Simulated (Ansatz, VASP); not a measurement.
**TaTiN: VASP beside Ansatz**

The input INCAR:

```
PREC = Accurate ; ENCUT = 520
EDIFF = 1E-6 ; ISMEAR = 0
SIGMA = 0.1 ; LREAL = False
LASPH = True ; NELM = 150
ALGO = Normal ; ISIF = 2
LWAVE = False ; LCHARG = True
ISPIN = 2 ; MAGMOM = -1 1 0 0 0 0
LORBIT = 11 ; LMAXMIX = 4
GGA = PE ; LELF = True
LVHAR = True ; NBANDS = 41
```

The input KPOINTS:

```
regular mesh
0
Gamma
  6 6 4
```

POSCAR

```
TaTiN
1.0
    3.4213702600      0.0000000000      0.0000000000
    0.0000000000      3.4213702600      0.0000000000
    0.0000000000      0.0000000000      6.5415704300
Ti Ta N
2 2 2
Direct
    0.0000000000      0.0000000000      0.7500000000
    0.0000000000      0.0000000000      0.2500000000
    0.5000000000      0.5000000000      0.0000000000
    0.5000000000      0.5000000000      0.5000000000
    0.5000000000      0.0000000000      0.5000000000
    0.0000000000      0.5000000000      0.0000000000
```

Input for Ansatz:

```yaml
crystal:
  lattice:
    - [3.42137026, 0.0, 0.0]
    - [0.0, 3.42137026, 0.0]
    - [0.0, 0.0, 6.54157043]
  atoms:
    - { symbol: Ti, position: [0.0, 0.0, 0.75], spin: -1.0 }
    - { symbol: Ti, position: [0.0, 0.0, 0.25], spin: 1.0 }
    - { symbol: Ta, position: [0.5, 0.5, 0.0] }
    - { symbol: Ta, position: [0.5, 0.5, 0.5] }
    - { symbol: "N", position: [0.5, 0.0, 0.5] }
    - { symbol: "N", position: [0.0, 0.5, 0.0] }
basis:
  ecutwfc: 420
kpoints:
  mp_grid: { grid: [6, 6, 4] }
hamiltonian:
  xc: pbe
scf:
  occupations: { method: gaussian, width: 0.1 }
  lower_state_search: "off"
output:
  forces: true
  stress: true
  eigenvalues: true
  populations: true
magnetization:
  spin_polarized: true
```

Change from the starting cell: species swapped into the TbCoC type (P4_2/mmc, No. 131).

Alike in both runs: task single point; functional PBE; k mesh 6 × 6 × 4; occupations gaussian, width 0.1 eV; collinear spin.

|  | VASP | Ansatz |
| --- | --- | --- |
| version | VASP 6.6.1 | Ansatz 0.2.0 |
| potentials or method | VASP PAW PBE potentials, release 64 (Ti_sv, Ta_pv, N), cutoff 520 eV | scalar-relativistic, plane waves, PAW |
| valence electrons in the cell | 56 | 60 |

|  | VASP | Ansatz | Ansatz less VASP |
| --- | --- | --- | --- |
| gap on the k mesh at the Fermi level (eV) | none | none | - |
| net moment per atom (μB) | 0.00 | 0.00 | 0.000 |

A gap of «none» marks a metal or a gap that the smearing closes. VASP's potentials hold 56 valence electrons a cell and Ansatz's 60, so a difference there can come from the potentials and not from the codes. Ansatz's warnings: seeded moment not kept.

Spin-orbit coupling is off throughout.
